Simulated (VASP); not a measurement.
## Bi: single point with LDA

Crystal: Bi.

```
Bi
1.0
    -1.98143    1.98143    1.92199
     1.98143   -1.98143    1.92199
     1.98143    1.98143   -1.92199
Bi
1
Direct
  0.00000 0.00000 0.00000
```

This cell differs from its parent crystal: strain +0.000 along x and y, -0.030 along z.

```
Program                : VASP 6.6.1
Task                   : single point
Functional             : LDA
Potentials or basis    : VASP PAW LDA potentials, release 64 (Bi_d)
Cutoff                 : 520 eV
k mesh                 : 18 × 18 × 18
Occupations            : gaussian, width 0.15 eV
Spin                   : no spin polarisation
Dipole correction      : no
Further INCAR settings : ALGO = Fast; EDIFF = 1e-06; NBANDS = 14
```

```json
{"Pressure": "-1.5 GPa", "Band gap on the k mesh": "zero (an odd number of electrons rules out a gap without spin polarisation)"}
```

Stress tensor (GPa, compression positive):
```
-1.57  0.00  0.00
 0.00 -1.57  0.00
 0.00  0.00 -1.48
```

Levels at points of the mesh, in eV from the Fermi level:
| k point | band 3 | band 4 | band 5 | band 6 | band 7 | band 8 | band 9 | band 10 | band 11 | band 12 |
| --- | --- | --- | --- | --- | --- | --- | --- | --- | --- | --- |
| (0.00, 0.00, 0.00) | -23.00 | -22.87 | -22.85 | -13.75 | 5.21 | 5.21 | 5.37 | 9.61 | 10.42 | 10.42 |
| (0.50, 0.00, 0.00) | -22.87 | -22.86 | -22.77 | -10.50 | -5.23 | 1.49 | 3.34 | 6.02 | 7.55 | 12.65 |
| (0.50, 0.50, 0.00) | -22.88 | -22.87 | -22.77 | -10.63 | -5.29 | 1.81 | 3.81 | 6.41 | 8.02 | 12.09 |
| (0.50, 0.50, 0.50) | -22.79 | -22.79 | -22.78 | -8.32 | -2.06 | -2.06 | -1.55 | 3.44 | 3.72 | 15.43 |

Run time: 89 s on 1 thread of Intel(R) Xeon(R) 6975P-C (Granite Rapids), with other jobs on the host, peak memory 0.28 GiB.

Caveat: the cell differs from its parent crystal (strain +0.000 along x and y, -0.030 along z); spin-orbit coupling is left out, which moves the levels of the heavy elements.
